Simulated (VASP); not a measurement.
# W (P6_3/mmc) in VASP: a series of runs

The runs below take W through single point, with revPBE.

Program: VASP 6.6.1. These are calculated values, not measurements. Logs are shortened: lines on timing, memory, paths and dates and some standing lists are left out, and cuts for length are marked.

## Step 1: The cell of the first run

The structure is hexagonal, space group P6_3/mmc (No. 194). The conventional cell has a = 2.669 Å, b = 2.669 Å, c = 4.760 Å, α = 90.00°, β = 90.00°, γ = 120.00°. W (site symmetry -6m2) has 12 W at 2.67 to 2.84 Å within 3.5 Å.

## Step 2: Single point, revPBE (volume scaled by 0.88)

Input file INCAR:

```
ALGO     = Normal         # electronic algorithm
EDIFF    = 1E-6           # SCF threshold, eV
ENCUT    = 520            # plane-wave cutoff, eV
GGA      = RE             # functional
ISIF     = 2              # what is computed and relaxed
ISMEAR   = -1             # smearing method
LASPH    = T              # aspherical terms in the spheres
LCHARG   = T              # write CHGCAR
LELF     = T              # ELF
LREAL    = F              # projectors in reciprocal space
LVHAR    = T            
LWAVE    = F              # write WAVECAR
NBANDS   = 21             # bands
NELM     = 60             # most SCF steps
PREC     = Accurate       # precision mode
SIGMA    = 0.1            # smearing width, eV
```

Input file KPOINTS:

```
k-points
0
Gamma
  15 15 7
```

Input file POSCAR:

```
W
1.0
    2.6688943703      0.0000000000      0.0000000000
   -1.3344471852      2.3113303247      0.0000000000
    0.0000000000      0.0000000000      4.7598421443
W
2
Direct
    0.3333333333      0.6666666667      0.2500000000
    0.6666666667      0.3333333333      0.7500000000
```

Potentials or basis: VASP PAW PBE potentials, release 64 (W_sv).

Command:

```sh
$ cat potpaw_PBE.64/W_sv/POTCAR > POTCAR
$ mpirun -np 1 vasp_std > vasp.out
```

OUTCAR:

```text
EDIFF = 1E-6
   ENCUT = 520
   GGA = RE
   ISIF = 2
   ISMEAR = -1
   LASPH = T
   LREAL = F
   NELM = 60
   PREC = Accurate

 ion  position               nearest neighbor table
   1  0.333  0.667  0.250-   2 2.84   2 2.84   2 2.84   2 2.84   2 2.84   2 2.84
   2  0.667  0.333  0.750-   1 2.84   1 2.84   1 2.84   1 2.84   1 2.84   1 2.84

  LATTYP: Found a hexagonal cell.
 ALAT       =     2.6688943703
 C/A-ratio  =     1.7834509291

  Lattice vectors:

 A1 = (   2.6688943703,   0.0000000000,   0.0000000000)
 A2 = (  -1.3344471852,   2.3113303247,   0.0000000000)
 A3 = (   0.0000000000,   0.0000000000,   4.7598421443)

Analysis of symmetry for initial positions (statically):
=====================================================================
 Subroutine PRICEL returns:
 Original cell was already a primitive cell.

 Routine SETGRP: Setting up the symmetry group for a
 hexagonal supercell.

 Subroutine GETGRP returns: Found 24 space group operations
 (whereof 12 operations were pure point group operations)
 out of a pool of 24 trial point group operations.

The static configuration has the point symmetry D_3d.
 The point group associated with its full space group is D_6h.

Analysis of symmetry for dynamics (positions and initial velocities):
=====================================================================
 Subroutine PRICEL returns:
 Original cell was already a primitive cell.

 Routine SETGRP: Setting up the symmetry group for a
 hexagonal supercell.

 Subroutine GETGRP returns: Found 24 space group operations
 (whereof 12 operations were pure point group operations)
 out of a pool of 24 trial point group operations.

The dynamic configuration has the point symmetry D_3d.
 The point group associated with its full space group is D_6h.

 Subroutine INISYM returns: Found 24 space group operations
 (whereof 12 operations are pure point group operations),
 and found     1 'primitive' translations

----------------------------------------------------------------------------------------

                                     Primitive cell

  volume of cell :      29.3620

  direct lattice vectors                    reciprocal lattice vectors
     2.668894370  0.000000000  0.000000000     0.374686991  0.216325635  0.000000000
    -1.334447185  2.311330325  0.000000000     0.000000000  0.432651270  0.000000000
     0.000000000  0.000000000  4.759842144     0.000000000  0.000000000  0.210091001

  length of vectors
     2.668894370  2.668894370  4.759842144     0.432651270  0.432651270  0.210091001

  position of ions in fractional coordinates (direct lattice)
     0.333333333  0.666666667  0.250000000
     0.666666667  0.333333333  0.750000000

  ion indices of the primitive-cell ions
   primitive index   ion index
                 1           1
                 2           2

----------------------------------------------------------------------------------------

 KPOINTS: k-points

Automatic generation of k-mesh.
 Grid dimensions read from file:
 generate k-points for:   15   15    7

 Generating k-lattice:

  Cartesian coordinates                     Fractional coordinates (reciprocal lattice)
     0.024979133  0.014421709  0.000000000     0.066666667  0.000000000  0.000000000
     0.000000000  0.028843418  0.000000000     0.000000000  0.066666667  0.000000000
     0.000000000  0.000000000  0.030013000     0.000000000  0.000000000  0.142857143

  Length of vectors
     0.028843418  0.028843418  0.030013000

  Shift w.r.t. Gamma in fractional coordinates (k-lattice)
     0.000000000  0.000000000  0.000000000

 Subroutine IBZKPT returns following result:
 ===========================================

 Found    108 irreducible k-points:

 Following reciprocal coordinates:
            Coordinates               Weight
  0.000000  0.000000  0.000000      1.000000
  0.066667  0.000000  0.000000      6.000000
  0.133333  0.000000  0.000000      6.000000
  0.200000  0.000000  0.000000      6.000000
  0.266667  0.000000  0.000000      6.000000
  0.333333  0.000000  0.000000      6.000000
[... 16 lines left out ...]
  0.333333  0.200000  0.000000     12.000000
  0.400000  0.200000  0.000000      6.000000
 [... further k-points ...]
   k-points           NKPTS =    108   k-points in BZ     NKDIM =    108   number of bands    NBANDS=     21
   number of dos      NEDOS =    301   number of ions     NIONS =      2
   total plane-waves  NPLWV =  14400
   dimension x,y,z NGX =    20 NGY =   20 NGZ =   36
   dimension x,y,z NGXF=    40 NGYF=   40 NGZF=   72
   ions per type =               2
   NGX,Y,Z   is equivalent  to a cutoff of  12.46, 12.46, 12.57 a.u.
   NGXF,Y,Z  is equivalent  to a cutoff of  24.92, 24.92, 25.15 a.u.
 SYSTEM =  unknown system
   PREC   = accura    normal or accurate (medium, high low for compatibility)
   ISTART =      0    job   : 0-new  1-cont  2-samecut
   ICHARG =      2    charge: 1-file 2-atom 10-const
   ISPIN  =      1    spin polarized calculation?
   LNONCOLLINEAR =      F non collinear calculations
   LSORBIT =      F    spin-orbit coupling
   LASPH  =      T    aspherical Exc in radial PAW
   ENCUT  =  520.0 eV  38.22 Ry    6.18 a.u.   4.96  4.96  8.85*2*pi/ulx,y,z
   NELM   =     60;   NELMIN=  2; NELMDL= -5     # of ELM steps
   EDIFF  = 0.1E-05   stopping-criterion for ELM
   LREAL  =      F    real-space projection
   EDIFFG = 0.1E-04   stopping-criterion for IOM
   NSW    =      0    number of steps for IOM
   IBRION =     -1    ionic relax: 0-MD 1-quasi-New 2-CG
   NFREE  =      0    steps in history (QN), initial steepest desc. (CG)
   ISIF   =      2    stress and relaxation
   ISYM   =      2    0-nonsym 1-usesym 2-fastsym
   POTIM  = 0.5000    time-step for ionic-motion
   TEBEG  =    0.0;   TEEND  =   0.0 temperature during run
   PSTRESS=    0.0 pullay stress
   NELECT =      28.0000    total number of electrons
   NUPDOWN=      -1.0000    fix difference up-down
   EMIN   =  10.00;   EMAX   =-10.00  energy-range for DOS
   EFERMI =   0.00;   METHOD = LEGACY
   ISMEAR =    -1;   SIGMA  =   0.10  broadening in eV -4-tet -1-fermi 0-gaus
   EFERMI_NEDOS =   21; number of points for ismear=-14 and -15
   IALGO  =     38    algorithm
   IMIX   =      4    mixing-type and parameters
     AMIX     =   0.40;   BMIX     =  1.00
     AMIX_MAG =   1.60;   BMIX_MAG =  1.00
  volume/ion in A,a.u.               =      14.68        99.07
  Fermi-wavevector in a.u.,A,eV,Ry     =   1.611383  3.045073 35.328291  2.596556
  Thomas-Fermi vector in A             =   2.706782
   LORBIT       =      0    0 simple, 1 ext, 2 COOP (PROOUT), +10 PAW based schemes
   GGA     = RE    functional components
   LHFCALC =     F    Hartree Fock is set to
   AEXX    =    0.0000 exact exchange contribution
   IVDW    =     0    specifies the selected vdW correction
   LEPSILON=     F    determine dielectric tensor
   LRPA    =     F    only Hartree local field effects (RPA)
 non-spin polarized calculation
  energy-cutoff  :      520.00
  volume of cell :       29.36
 maximum number of plane-waves:       825
 NGX is ok and might be reduce to    20
   NGX =  9   NGY =  9   NGZ = 17

 number of electron      27.9999995 magnetization

 Free energy of the ion-electron system (eV)
  ---------------------------------------------------
  ext. energy  EPLUGINS =         0.00000000
  ---------------------------------------------------
  free energy    TOTEN  =       -23.53319844 eV

  energy without entropy =      -23.46933310  energy(sigma->0) =      -23.50126577

 E-fermi :  12.2863     XC(G=0): -14.0247

 val. band max:       12.2799165317   @ k =   0.2667   0.2667   0.2857
 cond. band min:      12.2882739057   @ k =   0.3333   0.1333   0.1429
 fundamental gap:      0.0083573739
 Fermi energy:        12.2863302115

 k-point     1 :       0.0000    0.0000    0.0000
  band No.  band energies     occupation
      1     -61.3535      2.00000
      2     -61.2348      2.00000
      3     -26.3574      2.00000
      4     -25.0203      2.00000
      5     -24.8022      2.00000
      6     -24.8022      2.00000
[... 13 lines left out ...]
     20      17.2103      0.00000
     21      22.5736      0.00000

 k-point     2 :       0.0667    0.0000    0.0000
  band No.  band energies     occupation
      1     -61.3453      2.00000
      2     -61.2289      2.00000
      3     -26.3344      2.00000
      4     -25.0227      2.00000
      5     -24.8785      2.00000
      6     -24.8227      2.00000
[... 13 lines left out ...]
     20      17.7835      0.00000
     21      22.5640      0.00000

 k-point     3 :       0.1333    0.0000    0.0000
  band No.  band energies     occupation
      1     -61.3218      2.00000
      2     -61.2121      2.00000
      3     -26.2676      2.00000
      4     -25.0919      2.00000
      5     -25.0311      2.00000
      6     -24.9627      2.00000
[... 13 lines left out ...]
     20      19.0099      0.00000
     21      22.4426      0.00000

 k-point     4 :       0.2000    0.0000    0.0000
  band No.  band energies     occupation
      1     -61.2867      2.00000
      2     -61.1877      2.00000
      3     -26.1636      2.00000
      4     -25.4005      2.00000
      5     -25.2665      2.00000
      6     -25.0483      2.00000
[... 13 lines left out ...]
     20      20.4113      0.00000
     21      22.1188      0.00000

 k-point     5 :       0.2667    0.0000    0.0000
  band No.  band energies     occupation
      1     -61.2453      2.00000
      2     -61.1604      2.00000
      3     -26.0334      2.00000
      4     -25.7458      2.00000
      5     -25.5993      2.00000
      6     -25.0780      2.00000
[... 13 lines left out ...]
     20      21.6780      0.00000
     21      21.7665      0.00000
[... 382 lines left out ...]
     20      22.0155      0.00000
     21      24.2140      0.00000

 k-point    22 :       0.2667    0.2000    0.0000
  band No.  band energies     occupation
      1     -61.1613      2.00000
      2     -61.1136      2.00000
      3     -26.1167      2.00000
      4     -26.0221      2.00000
      5     -25.7268      2.00000
      6     -25.4228      2.00000
[... 13 lines left out ...]
     20      23.1407      0.00000
     21      24.3571      0.00000

 k-point    23 :       0.3333    0.2000    0.0000
  band No.  band energies     occupation
      1     -61.1368      2.00000
      2     -61.1048      2.00000
      3     -26.2343      2.00000
      4     -26.0805      2.00000
      5     -25.6127      2.00000
      6     -25.5463      2.00000
[... 13 lines left out ...]
     20      22.3790      0.00000
     21      23.2304      0.00000

 k-point    24 :       0.4000    0.2000    0.0000
  band No.  band energies     occupation
      1     -61.1269      2.00000
      2     -61.1029      2.00000
      3     -26.2751      2.00000
      4     -26.0972      2.00000
      5     -25.5942      2.00000
      6     -25.5585      2.00000
[... 13 lines left out ...]
     20      21.7888      0.00000
     21      22.5529      0.00000

 [... further k-points ...]
[... 5 lines left out ...]
  --------------------------------------------------------------------------------------
  -------------------------------------------------------------------------------------
  Total        9.0709716      9.0709716      7.2719766     -0.0000000     -0.0000000      0.0000000
  in kB      494.9694969    494.9694969    396.8049704     -0.0000000     -0.0000000      0.0000000
  external PRESSURE =     462.2479881 kB  Pullay stress =       0.0000000 kB

 VOLUME and BASIS-vectors are now :
 -----------------------------------------------------------------------------
  energy-cutoff  :      520.00
  volume of cell :       29.36
      direct lattice vectors                 reciprocal lattice vectors
     2.668894370  0.000000000  0.000000000     0.374686991  0.216325635  0.000000000
    -1.334447185  2.311330325  0.000000000     0.000000000  0.432651270  0.000000000
     0.000000000  0.000000000  4.759842144     0.000000000  0.000000000  0.210091001

 POSITION                                       TOTAL-FORCE (eV/Angst)
 -----------------------------------------------------------------------------------
     -0.00000      1.54089      1.18996         0.000000      0.000000      0.000000
      1.33445      0.77044      3.56988        -0.000000     -0.000000      0.000000
 -----------------------------------------------------------------------------------
    total drift:                               -0.000000      0.000000     -0.000000

  FREE ENERGIE OF THE ION-ELECTRON SYSTEM (eV)
  ---------------------------------------------------
  free  energy   TOTEN  =       -23.5331984400 eV

  energy  without entropy=      -23.4693330992  energy(sigma->0) =      -23.50126577
```

Run time: 41 s. Hardware: 1 thread of Intel Xeon Platinum 8259CL at 2.50GHz (Skylake/Cascade Lake), shared host; peak memory 0.18 GiB.

What came out:

```yaml
Free_energy: -23.5332 eV
Pressure: 46.2 GPa
Band_gap_on_the_k_mesh: zero (band 14 reaches 13.61 eV, above the bottom of band 15 at 11.83 eV)
```

Caveat: the PAW data sets were made with another functional, which shifts forces and pressure a little; spin-orbit coupling is left out, which moves the levels of the heavy elements.

(Continued in part 2 of 2.)
